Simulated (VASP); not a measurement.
A run of VASP 6.6.1 is set up as follows.

INCAR

```
ALGO = Normal ; EDIFF = 1E-7
ENCUT = 520 ; GGA = PE
ISIF = 2 ; ISMEAR = 0
LASPH = T ; LCHARG = F
LREAL = F ; LWAVE = F
NBANDS = 28 ; NELM = 100
PREC = Accurate ; SIGMA = 0.02
```

The input KPOINTS:

```
k-points
0
Gamma
  8 8 6
```

The input POSCAR:

```
SnPbO2
1.0
    3.9458024472      0.0000000000      0.0000000000
    0.0000000000      3.9458024472      0.0000000000
    0.0000000000      0.0000000000      5.2225437386
Sn Pb O
1 1 2
Direct
    0.0000000000      0.0000000000      0.2120841189
    0.5000000000      0.5000000000      0.7596287094
    0.0000000000      0.5000000000      0.0091435859
    0.5000000000      0.0000000000      0.0091435859
```

Potentials or basis: VASP PAW PBE potentials, release 64 (Sn_d, Pb_d, O).

Launch:

```sh
$ cat potpaw_PBE.64/Sn_d/POTCAR potpaw_PBE.64/Pb_d/POTCAR potpaw_PBE.64/O/POTCAR > POTCAR
$ mpirun -np 1 vasp_std > vasp.out
```

Estimate the pressure.

0.1 GPa.

Predict the band gap on the k mesh.

1.08 eV, indirect (least direct gap 2.05 eV).

Estimate the largest force.

0.062 eV/Å.

Forces in eV/Å, atoms in the order of the input:
```
Sn   0.000  0.000  0.062
Pb   0.000  0.000 -0.045
O    0.000  0.000 -0.008
O    0.000  0.000 -0.008
```

Caveat: spin-orbit coupling is left out, which moves the levels of the heavy elements. As with any semilocal functional, this PBE gap is likely too small.
